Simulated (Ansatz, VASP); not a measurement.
**InSb in VASP and in Ansatz**

Contents of POSCAR:

```
InSb
1.0
    0.0000000000      3.2391000000      3.2391000000
    3.2391000000      0.0000000000      3.2391000000
    3.2391000000      3.2391000000      0.0000000000
In Sb
1 1
Direct
    0.0000000000      0.0000000000      0.0000000000
    0.7500000000      0.7500000000      0.7500000000
```

INCAR.step1

```
SYSTEM = InSb
PREC = Accurate
ENCUT = 600
ISMEAR = -1
SIGMA = 0.1
LREAL = .FALSE.
LASPH = .TRUE.
NELM = 100
GGA = PE
ALGO = Normal
EDIFF = 1E-4
LWAVE = .TRUE.
LCHARG = .FALSE.
```

File INCAR.step2:

```
SYSTEM = InSb
PREC = Accurate
ENCUT = 600
EDIFF = 1E-6
ISMEAR = -1
SIGMA = 0.1
LREAL = .FALSE.
LASPH = .TRUE.
NELM = 100
ALGO = Normal
ISIF = 3
LWAVE = .FALSE.
LCHARG = .FALSE.
METAGGA = R2SCAN
LMIXTAU = .TRUE.
IBRION = 2
NSW = 100
EDIFFG = -0.002
ISTART = 1
```

The input KPOINTS:

```
regular mesh
0
G
  12 12 12
  0 0 0
```

Input for Ansatz:

```yaml
crystal:
  lattice:
    - [0.0, 3.2391, 3.2391]
    - [3.2391, 0.0, 3.2391]
    - [3.2391, 3.2391, 0.0]
  atoms:
    - { symbol: In, position: [0.0, 0.0, 0.0] }
    - { symbol: Sb, position: [0.75, 0.75, 0.75] }
kpoints:
  mp_grid: { grid: [12, 12, 12] }
scf:
  occupations: { method: fermi_dirac, width: 0.1 }
hamiltonian:
  xc: r2scan
  pseudopotentials: { kind: paw }
relax:
  f_tol: 0.002
  max_steps: 80
  cell: {}
output:
  forces: true
  stress: true
```

Alike in both runs: task relaxation of cell and atoms; functional r2SCAN; k mesh 12 × 12 × 12; occupations fermi-dirac, width 0.1 eV; no spin polarisation.

```csv
,VASP,Ansatz
version,VASP 6.6.1,Ansatz 0.2.0
potentials or method,"VASP PAW PBE potentials, release 64 (In_d, Sb)","PAW with Ansatz's default frozen-core files, scalar-relativistic"
plane-wave cutoff (eV),600,500
valence electrons in the cell,18,28
```

Ansatz gave:

```
relaxed volume (Å³/atom)                                                      : 35.22
relaxed length of the cell vector where the two differ most in proportion (Å) : 4.636
```

Which values does VASP return?

Relaxed volume (Å³/atom): 35.24; relaxed length of the cell vector where the two differ most in proportion (Å): 4.637.

VASP's potentials were made for PBE, not for r2SCAN. VASP's potentials hold 18 valence electrons a cell and Ansatz's 28, so a difference there can come from the potentials and not from the codes.

Spin-orbit coupling is off throughout.
